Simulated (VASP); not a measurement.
Set up this calculation in VASP 6.6.1, as the native input.

```
Task                   : relaxation of cell and atoms
Functional             : PBE
Potentials or basis    : VASP PAW PBE potentials, release 64 (Be, Tl_d, Mo_sv)
Cutoff                 : 600 eV
k mesh                 : 6 × 6 × 4
Occupations            : gaussian, width 0.1 eV
Spin                   : no spin polarisation
Dipole correction      : no
Further INCAR settings : ALGO = Normal; EDIFF = 1e-06; IBRION = 2; EDIFFG = -0.04; NSW = 90; ISIF = 3
```

The structure of BeTlMo lies in POSCAR:

```
BeTlMo
1.0
    4.5010385612      0.0000000000      0.0000000000
   -2.2505192807      3.8980137375      0.0000000000
    0.0000000000      0.0000000000      5.6592945940
Be Tl Mo
2 2 2
Direct
    0.0000000000      0.0000000000      0.0000000000
    0.0000000000      0.0000000000      0.5000000000
    0.3333333333      0.6666666667      0.2500000000
    0.6666666667      0.3333333333      0.7500000000
    0.3333333333      0.6666666667      0.7500000000
    0.6666666667      0.3333333333      0.2500000000
```

The input as run:

INCAR

```
SYSTEM = BeTlMo
  PREC = Accurate
  ENCUT = 600
  EDIFF = 1E-6
  ISMEAR = 0
  SIGMA = 0.1
  LREAL = .FALSE.
  LASPH = .TRUE.
  NELM = 80
  ALGO = Normal
  ISIF = 3
  LWAVE = .FALSE.
  LCHARG = .FALSE.
  GGA = PE
  IBRION = 2
  NSW = 90
  EDIFFG = -0.04
```

KPOINTS

```
regular mesh
0
G
  6 6 4
  0 0 0
```

Potentials or basis: VASP PAW PBE potentials, release 64 (Be, Tl_d, Mo_sv).

Run with:

```sh
$ cat potpaw_PBE.64/Be/POTCAR potpaw_PBE.64/Tl_d/POTCAR potpaw_PBE.64/Mo_sv/POTCAR > POTCAR
$ mpirun -np 1 vasp_std > vasp.out
```

Results of the run:

| Item | Value |
| --- | --- |
| Relaxed volume | 17.46 Å³/atom |
| Relaxed cell | a = 4.703 Å, b = 4.703 Å, c = 5.468 Å, α = 90.00°, β = 90.00°, γ = 120.00° |
| Space group after relaxing (to 0.1 Å) | P6_3/mmc (No. 194) |
| Energy gained by relaxing | 70.1 meV/atom |
| Ionic steps | 5 |
| Pressure after relaxing | -0.2 GPa |
| Band gap on the k mesh | zero (bands 29 and 30 overlap by 0.70 eV) |

Caveat: spin-orbit coupling is left out, which moves the levels of the heavy elements.

It took 2.3 min on 1 thread of Intel(R) Xeon(R) 6975P-C (Granite Rapids), on a shared host, peak memory 0.3 GiB.
